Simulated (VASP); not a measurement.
Set up this calculation in VASP 6.6.1, as the native input.

```yaml
Task: single point
Functional: PBE
Potentials_or_basis: VASP PAW PBE potentials, release 64 (Ir, Pt)
Cutoff: 500 eV
k_mesh: 14 × 14 × 14
Occupations: gaussian, width 0.1 eV
Spin: no spin polarisation
Dipole_correction: no
Further_INCAR_settings: ALGO = Normal; EDIFF = 1e-06; NBANDS = 21
```

The structure of Ir2Pt lies in POSCAR:

```
Ir2Pt
1.0
    0.0000000000      2.9790248533      2.9790248533
    2.9790248533      0.0000000000      2.9790248533
    2.9790248533      2.9790248533      0.0000000000
Ir Pt
2 1
Direct
    0.2500000000      0.2500000000      0.2500000000
    0.7500000000      0.7500000000      0.7500000000
    0.0000000000      0.0000000000      0.0000000000
```

The cell was built from a structure type or drawn by symmetry, and may not be a known phase.

The input as run:

INCAR

```
PREC = Accurate
ENCUT = 500
EDIFF = 1E-6
ISMEAR = 0
SIGMA = 0.1
LREAL = False
LASPH = True
NELM = 120
ALGO = Normal
ISIF = 2
LWAVE = False
LCHARG = True
GGA = PE
LELF = True
LVHAR = True
NBANDS = 21
GGA_COMPAT = False
```

KPOINTS

```
Automatic mesh
0
Gamma
  14 14 14
```

Potentials or basis: VASP PAW PBE potentials, release 64 (Ir, Pt).

The run is started by

```console
$ cat potpaw_PBE.64/Ir/POTCAR potpaw_PBE.64/Pt/POTCAR > POTCAR
$ mpirun -np 1 vasp_std > vasp.out
```

It gave:

```
Pressure               : -0.3 GPa
Band gap on the k mesh : zero (bands 14 and 15 overlap by 0.64 eV)
```

Caveat: spin-orbit coupling is left out, which moves the levels of the heavy elements.

It took 32 s on 1 thread of Intel(R) Xeon(R) 6975P-C (Granite Rapids) (shared host), peak memory 0.25 GiB.
